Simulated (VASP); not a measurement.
AlN, 2 atoms in the cell. The structure is cubic, space group F-43m (No. 216). The conventional cell has a = 4.349 Å, b = 4.349 Å, c = 4.349 Å, α = 90.00°, β = 90.00°, γ = 90.00°. Al (site symmetry -43m) has 4 N at 1.88 Å within 2.5 Å. Within 2.5 Å of N (site symmetry -43m) lie 4 Al at 1.88 Å. 

```yaml
Program: VASP 6.6.1
Task: single point
Functional: LDA
Potentials_or_basis: VASP PAW LDA potentials, release 64 (Al, N)
Cutoff: 600 eV
k_mesh: 10 × 10 × 10
Occupations: gaussian, width 0.01 eV
Spin: no spin polarisation
Dipole_correction: no
Further_INCAR_settings: ALGO = Normal; EDIFF = 1e-06; NBANDS = 11
```

Potentials or basis: VASP PAW LDA potentials, release 64 (Al, N).

The run is started by

```console
$ cat potpaw_LDA.64/Al/POTCAR potpaw_LDA.64/N/POTCAR > POTCAR
$ mpirun -np 1 vasp_std > vasp.out
```

Hardware: 1 thread of Intel(R) Xeon(R) 6975P-C (Granite Rapids) (shared host).

How long does it take, and how much memory?

It took 15 s on 1 thread of Intel(R) Xeon(R) 6975P-C (Granite Rapids), on a shared host, peak memory 0.14 GiB. Counts: scf iterations 12, k points 47.
